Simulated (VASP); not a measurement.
# MoS2 (P-3m1) in VASP: a series of runs

The runs below take MoS2 through single point, with PBE+D3(BJ).

Program: VASP 6.6.1. These are calculated values, not measurements. Logs are shortened: lines on timing, memory, paths and dates and some standing lists are left out, and cuts for length are marked.

## 1. The cell of the first run

The typed cell holds 6 atoms: a = 3.055 Å, b = 3.055 Å, c = 12.313 Å, α = 90.00°, β = 90.00°, γ = 120.00°.

## 2. Single point, PBE+D3(BJ)

Contents of INCAR:

```
SYSTEM = MoS2
  PREC = Accurate
  ENCUT = 520
  EDIFF = 1E-6
  ISMEAR = 0
  SIGMA = 0.05
  LREAL = .FALSE.
  LASPH = .TRUE.
  NELM = 80
  ALGO = Normal
  ISIF = 2
  LWAVE = .FALSE.
  LCHARG = .TRUE.
  GGA = PE
  IVDW = 12
  LELF = .TRUE.
  LVHAR = .TRUE.
  NBANDS = 35
```

Contents of KPOINTS:

```
Automatic mesh
0
G
  12 12 4
  0 0 0
```

Contents of POSCAR:

```
MoS2
1.0
    3.0549000000      0.0000000000      0.0000000000
   -1.5274500000      2.6456210060      0.0000000000
    0.0000000000      0.0000000000     12.3135000000
Mo S
2 4
Direct
    0.6666666667      0.3333333333      0.2501439769
    0.3333333333      0.6666666667      0.7498560231
    0.3333333333      0.6666666667      0.3795985159
    0.6666666667      0.3333333333      0.8793132861
    0.3333333333      0.6666666667      0.1206867139
    0.6666666667      0.3333333333      0.6204014841
```

Potentials or basis: VASP PAW PBE potentials, release 64 (Mo_sv, S).

On the command line:

```bash
$ cat potpaw_PBE.64/Mo_sv/POTCAR potpaw_PBE.64/S/POTCAR > POTCAR
$ mpirun -np 1 vasp_std > vasp.out
```

OUTCAR:

```text
SYSTEM = MoS2
   PREC = Accurate
   ENCUT = 520
   EDIFF = 1E-6
   ISMEAR = 0
   LREAL = .FALSE.
   LASPH = .TRUE.
   NELM = 80
   ISIF = 2
   GGA = PE
   IVDW = 12
 IVDW          = 12

 ion  position               nearest neighbor table
   1  0.667  0.333  0.250-   3 2.38   3 2.38   3 2.38   5 2.38   5 2.38   5 2.38
   2  0.333  0.667  0.750-   6 2.38   6 2.38   6 2.38   4 2.38   4 2.38   4 2.38
   3  0.333  0.667  0.380-   1 2.38   1 2.38   1 2.38
   4  0.667  0.333  0.879-   2 2.38   2 2.38   2 2.38
   5  0.333  0.667  0.121-   1 2.38   1 2.38   1 2.38
   6  0.667  0.333  0.620-   2 2.38   2 2.38   2 2.38

  LATTYP: Found a hexagonal cell.
 ALAT       =     3.0549000000
 C/A-ratio  =     4.0307375037

  Lattice vectors:

 A1 = (   3.0549000000,   0.0000000000,   0.0000000000)
 A2 = (  -1.5274500000,   2.6456210060,   0.0000000000)
 A3 = (   0.0000000000,   0.0000000000,  12.3135000000)

Analysis of symmetry for initial positions (statically):
=====================================================================
 Subroutine PRICEL returns:
 Original cell was already a primitive cell.

 Routine SETGRP: Setting up the symmetry group for a
 hexagonal supercell.

 Subroutine GETGRP returns: Found 12 space group operations
 (whereof 12 operations were pure point group operations)
 out of a pool of 24 trial point group operations.

The static configuration has the point symmetry D_3d.

Analysis of symmetry for dynamics (positions and initial velocities):
=====================================================================
 Subroutine PRICEL returns:
 Original cell was already a primitive cell.

 Routine SETGRP: Setting up the symmetry group for a
 hexagonal supercell.

 Subroutine GETGRP returns: Found 12 space group operations
 (whereof 12 operations were pure point group operations)
 out of a pool of 24 trial point group operations.

The dynamic configuration has the point symmetry D_3d.

 Subroutine INISYM returns: Found 12 space group operations
 (whereof 12 operations are pure point group operations),
 and found     1 'primitive' translations

----------------------------------------------------------------------------------------

                                     Primitive cell

  volume of cell :      99.5190

  direct lattice vectors                    reciprocal lattice vectors
     3.054900000  0.000000000  0.000000000     0.327342957  0.188991544  0.000000000
    -1.527450000  2.645621006  0.000000000     0.000000000  0.377983089  0.000000000
     0.000000000  0.000000000 12.313500000     0.000000000  0.000000000  0.081211678

  length of vectors
     3.054900000  3.054900000 12.313500000     0.377983089  0.377983089  0.081211678

  position of ions in fractional coordinates (direct lattice)
     0.666666667  0.333333333  0.250143977
     0.333333333  0.666666667  0.749856023
     0.333333333  0.666666667  0.379598516
     0.666666667  0.333333333  0.879313286
     0.333333333  0.666666667  0.120686714
     0.666666667  0.333333333  0.620401484

  ion indices of the primitive-cell ions
   primitive index   ion index
                 1           1
                 2           2
                 3           3
                 4           4
                 5           5
                 6           6

----------------------------------------------------------------------------------------

 KPOINTS: Automatic mesh

Automatic generation of k-mesh.
 Grid dimensions read from file:
 generate k-points for:   12   12    4

 Generating k-lattice:

  Cartesian coordinates                     Fractional coordinates (reciprocal lattice)
     0.027278580  0.015749295  0.000000000     0.083333333  0.000000000  0.000000000
     0.000000000  0.031498591  0.000000000     0.000000000  0.083333333  0.000000000
     0.000000000  0.000000000  0.020302920     0.000000000  0.000000000  0.250000000

  Length of vectors
     0.031498591  0.031498591  0.020302920

  Shift w.r.t. Gamma in fractional coordinates (k-lattice)
     0.000000000  0.000000000  0.000000000

 Subroutine IBZKPT returns following result:
 ===========================================

 Found     69 irreducible k-points:

 Following reciprocal coordinates:
            Coordinates               Weight
  0.000000  0.000000  0.000000      1.000000
  0.083333  0.000000  0.000000      6.000000
  0.166667  0.000000  0.000000      6.000000
  0.250000  0.000000  0.000000      6.000000
  0.333333  0.000000  0.000000      6.000000
  0.416667  0.000000  0.000000      6.000000
[... 16 lines left out ...]
  0.166667  0.000000  0.250000      6.000000
  0.000000  0.166667  0.250000      6.000000
 [... further k-points ...]
   k-points           NKPTS =     69   k-points in BZ     NKDIM =     69   number of bands    NBANDS=     35
   number of dos      NEDOS =    301   number of ions     NIONS =      6
   total plane-waves  NPLWV =  55296
   dimension x,y,z NGX =    24 NGY =   24 NGZ =   96
   dimension x,y,z NGXF=    48 NGYF=   48 NGZF=  192
   ions per type =               2   4
   NGX,Y,Z   is equivalent  to a cutoff of  13.06, 13.06, 12.96 a.u.
   NGXF,Y,Z  is equivalent  to a cutoff of  26.12, 26.12, 25.92 a.u.
 SYSTEM =  MoS2
   PREC   = accura    normal or accurate (medium, high low for compatibility)
   ISTART =      0    job   : 0-new  1-cont  2-samecut
   ICHARG =      2    charge: 1-file 2-atom 10-const
   ISPIN  =      1    spin polarized calculation?
   LNONCOLLINEAR =      F non collinear calculations
   LSORBIT =      F    spin-orbit coupling
   LASPH  =      T    aspherical Exc in radial PAW
   ENCUT  =  520.0 eV  38.22 Ry    6.18 a.u.   5.68  5.68 22.89*2*pi/ulx,y,z
   NELM   =     80;   NELMIN=  2; NELMDL= -5     # of ELM steps
   EDIFF  = 0.1E-05   stopping-criterion for ELM
   LREAL  =      F    real-space projection
   EDIFFG = 0.1E-04   stopping-criterion for IOM
   NSW    =      0    number of steps for IOM
   IBRION =     -1    ionic relax: 0-MD 1-quasi-New 2-CG
   NFREE  =      0    steps in history (QN), initial steepest desc. (CG)
   ISIF   =      2    stress and relaxation
   ISYM   =      2    0-nonsym 1-usesym 2-fastsym
   POTIM  = 0.5000    time-step for ionic-motion
   TEBEG  =    0.0;   TEEND  =   0.0 temperature during run
   PSTRESS=    0.0 pullay stress
   NELECT =      52.0000    total number of electrons
   NUPDOWN=      -1.0000    fix difference up-down
   EMIN   =  10.00;   EMAX   =-10.00  energy-range for DOS
   EFERMI =   0.00;   METHOD = LEGACY
   ISMEAR =     0;   SIGMA  =   0.05  broadening in eV -4-tet -1-fermi 0-gaus
   EFERMI_NEDOS =   21; number of points for ismear=-14 and -15
   IALGO  =     38    algorithm
   IMIX   =      4    mixing-type and parameters
     AMIX     =   0.40;   BMIX     =  1.00
     AMIX_MAG =   1.60;   BMIX_MAG =  1.00
  volume/ion in A,a.u.               =      16.59       111.93
  Fermi-wavevector in a.u.,A,eV,Ry     =   1.318582  2.491759 23.655894  1.738659
  Thomas-Fermi vector in A             =   2.448542
   LORBIT       =      0    0 simple, 1 ext, 2 COOP (PROOUT), +10 PAW based schemes
   GGA     = PE    functional components
   LHFCALC =     F    Hartree Fock is set to
   AEXX    =    0.0000 exact exchange contribution
   IVDW    =    12    specifies the selected vdW correction
   LEPSILON=     F    determine dielectric tensor
   LRPA    =     F    only Hartree local field effects (RPA)
 non-spin polarized calculation
 Gauss-broadening in eV      SIGMA  =   0.05
  energy-cutoff  :      520.00
  volume of cell :       99.52
 maximum number of plane-waves:      2700
 NGX is ok and might be reduce to    24
   NGX = 11   NGY = 11   NGZ = 45

 number of electron      51.9999993 magnetization

 Free energy of the ion-electron system (eV)
  ---------------------------------------------------
  ext. energy  EPLUGINS =         0.00000000
  ---------------------------------------------------
  free energy    TOTEN  =       -43.25153338 eV

  energy without entropy =      -43.25153338  energy(sigma->0) =      -43.25153338

 E-fermi :   8.4084     XC(G=0): -11.2222

 val. band max:        8.1860539117   @ k =   0.0000   0.0000   0.0000
 cond. band min:       9.1448067216   @ k =   0.1667   0.1667   0.0000
 fundamental gap:      0.9587528099
 Fermi energy:         8.4084092773

 k-point     1 :       0.0000    0.0000    0.0000
  band No.  band energies     occupation
      1     -52.9614      2.00000
      2     -52.9613      2.00000
      3     -27.1950      2.00000
      4     -27.1949      2.00000
      5     -26.8193      2.00000
      6     -26.8193      2.00000
[... 27 lines left out ...]
     34      11.1180      0.00000
     35      14.6940      0.00000

 k-point     2 :       0.0833    0.0000    0.0000
  band No.  band energies     occupation
      1     -52.9571      2.00000
      2     -52.9571      2.00000
      3     -27.1873      2.00000
      4     -27.1872      2.00000
      5     -26.8578      2.00000
      6     -26.8578      2.00000
[... 27 lines left out ...]
     34      11.0951      0.00000
     35      15.2709      0.00000

 k-point     3 :       0.1667    0.0000    0.0000
  band No.  band energies     occupation
      1     -52.9455      2.00000
      2     -52.9455      2.00000
      3     -27.1663      2.00000
      4     -27.1662      2.00000
      5     -26.9620      2.00000
      6     -26.9620      2.00000
[... 27 lines left out ...]
     34      11.5598      0.00000
     35      16.1319      0.00000
[... 723 lines left out ...]
 k-point    23 :       0.1667    0.0000    0.2500
  band No.  band energies     occupation
      1     -52.9455      2.00000
      2     -52.9455      2.00000
      3     -27.1663      2.00000
      4     -27.1662      2.00000
      5     -26.9620      2.00000
      6     -26.9620      2.00000
[... 27 lines left out ...]
     34      11.5409      0.00000
     35      16.1720      0.00000

 k-point    24 :       0.0000    0.1667    0.2500
  band No.  band energies     occupation
      1     -52.9455      2.00000
      2     -52.9455      2.00000
      3     -27.1663      2.00000
      4     -27.1662      2.00000
      5     -26.9620      2.00000
      6     -26.9620      2.00000
[... 27 lines left out ...]
     34      11.5409      0.00000
     35      16.1679      0.00000

 [... further k-points ...]

------------------------ aborting loop because EDIFF is reached ----------------------------------------

 Edisp (eV)   -2.74199

 E8    (eV) :    -1.1056

  FORCE on cell =-STRESS in cart. coord.  units (eV):
  Direction    XX          YY          ZZ          XY          YZ          ZX
  --------------------------------------------------------------------------------------
  -------------------------------------------------------------------------------------
  Total       5.96731     5.96731     0.31022     0.00000     0.00000     0.00000
  in kB      96.06890    96.06890     4.99426     0.00000     0.00000     0.00000
  external pressure =       65.71 kB  Pullay stress =        0.00 kB

 VOLUME and BASIS-vectors are now :
 -----------------------------------------------------------------------------
  energy-cutoff  :      520.00
  volume of cell :       99.52
      direct lattice vectors                 reciprocal lattice vectors
     3.054900000  0.000000000  0.000000000     0.327342957  0.188991544  0.000000000
    -1.527450000  2.645621006  0.000000000     0.000000000  0.377983089  0.000000000
     0.000000000  0.000000000 12.313500000     0.000000000  0.000000000  0.081211678

 POSITION                                       TOTAL-FORCE (eV/Angst)
 -----------------------------------------------------------------------------------
      1.52745      0.88187      3.08015        -0.000000      0.000000     -0.001110
     -0.00000      1.76375      9.23335         0.000000     -0.000000      0.001110
     -0.00000      1.76375      4.67419        -0.000000     -0.000000      0.114876
      1.52745      0.88187     10.82742        -0.000000      0.000000      0.117061
     -0.00000      1.76375      1.48608         0.000000     -0.000000     -0.117061
      1.52745      0.88187      7.63931        -0.000000      0.000000     -0.114876
 -----------------------------------------------------------------------------------
    total drift:                                0.000000      0.000000      0.000000

  FREE ENERGIE OF THE ION-ELECTRON SYSTEM (eV)
  ---------------------------------------------------
  free  energy   TOTEN  =       -45.9935251877 eV

  energy  without entropy=      -45.9935251877  energy(sigma->0) =      -45.99352519
```

Run time: 1.8 min. Hardware: 1 thread of AMD EPYC 9R45 (Zen 5), shared host; peak memory 0.32 GiB.

Results:

* Free energy: -45.9935 eV
* Pressure: 6.6 GPa
* Largest force: 0.117 eV/Å
* Band gap on the k mesh: 0.96 eV (least direct gap 2.07 eV)
* Dispersion energy per atom: -0.457 eV

Forces in eV/Å, atoms in the order of the input:
```
Mo   0.000  0.000 -0.001
Mo   0.000  0.000  0.001
S    0.000  0.000  0.115
S    0.000  0.000  0.117
S    0.000  0.000 -0.117
S    0.000  0.000 -0.115
```

Levels at points of the mesh, in eV from the valence-band top:
| k point | band 23 | band 24 | band 25 | band 26 | band 27 | band 28 | band 29 | band 30 |
| --- | --- | --- | --- | --- | --- | --- | --- | --- |
| (0.00, 0.00, 0.00) | -1.61 | -1.40 | -1.21 | 0.00 | 2.66 | 2.66 | 2.70 | 2.70 |
| (0.50, 0.00, 0.00) | -1.20 | -1.20 | -1.16 | -0.97 | 2.32 | 2.36 | 2.48 | 2.91 |
| (0.00, 0.00, 0.50) | -1.63 | -1.63 | -0.32 | -0.31 | 2.66 | 2.66 | 2.66 | 2.66 |
| (0.50, 0.00, 0.50) | -1.18 | -1.18 | -1.09 | -1.09 | 2.34 | 2.34 | 2.71 | 2.71 |

Caveat: the stress differs along the axes, from 0 to 10 GPa.

## 3. Single point, PBE+D3(BJ)

This run uses another cell than the first one, of 16.67 Å³/atom.

Contents of INCAR:

```
PREC = Accurate ; ENCUT = 520
EDIFF = 1E-6 ; ISMEAR = 0
SIGMA = 0.05 ; LREAL = F
LASPH = T ; NELM = 60
ALGO = Normal ; ISIF = 2
LWAVE = F ; LCHARG = F
GGA = PE ; IVDW = 12
NBANDS = 35
```

Contents of KPOINTS:

```
Automatic mesh
0
Gamma
  12 12 4
```

Changes to POSCAR since step 2:

```diff
@@ -2,5 +2,5 @@
 1.0
-    3.0549000000      0.0000000000      0.0000000000
-   -1.5274500000      2.6456210060      0.0000000000
-    0.0000000000      0.0000000000     12.3135000000
+    3.1179000000      0.0000000000      0.0000000000
+   -1.5589500000      2.7001806064      0.0000000000
+    0.0000000000      0.0000000000     11.8781000000
 Mo S
```

Potentials or basis: VASP PAW PBE potentials, release 64 (Mo_sv, S).

On the command line:

```bash
$ cat potpaw_PBE.64/Mo_sv/POTCAR potpaw_PBE.64/S/POTCAR > POTCAR
$ mpirun -np 1 vasp_std > vasp.out
```

It took 99 s on 1 thread of AMD EPYC 9R45 (Zen 5), shared host; peak memory 0.31 GiB.

It converged, with:

```yaml
Free_energy: -46.0917 eV
Pressure: 6.4 GPa
Largest_force: 0.737 eV/Å
Band_gap_on_the_k_mesh: 0.73 eV (least direct gap 1.75 eV)
Dispersion_energy_per_atom: -0.455 eV
```

Forces on the atoms (eV/Å):
```
Mo   0.000  0.000 -0.002
Mo   0.000  0.000  0.002
S    0.000  0.000  0.734
S    0.000  0.000  0.737
S    0.000  0.000 -0.737
S    0.000  0.000 -0.734
```

Stress tensor (GPa, compression positive):
```
5.63 0.00 0.00
0.00 5.63 0.00
0.00 0.00 7.91
```

Levels at points of the mesh, in eV from the valence-band top:
| k point | band 23 | band 24 | band 25 | band 26 | band 27 | band 28 | band 29 | band 30 |
| --- | --- | --- | --- | --- | --- | --- | --- | --- |
| (0.00, 0.00, 0.00) | -2.37 | -1.42 | -1.13 | 0.00 | 2.06 | 2.06 | 2.09 | 2.09 |
| (0.50, 0.00, 0.00) | -1.95 | -1.67 | -1.65 | -1.48 | 1.57 | 1.64 | 1.98 | 2.32 |
| (0.00, 0.00, 0.50) | -2.41 | -2.41 | -0.29 | -0.28 | 2.06 | 2.06 | 2.06 | 2.06 |
| (0.50, 0.00, 0.50) | -1.81 | -1.81 | -1.55 | -1.55 | 1.60 | 1.60 | 2.17 | 2.17 |

Caveat: the cell stands under pressure. A k mesh can miss the band edges.
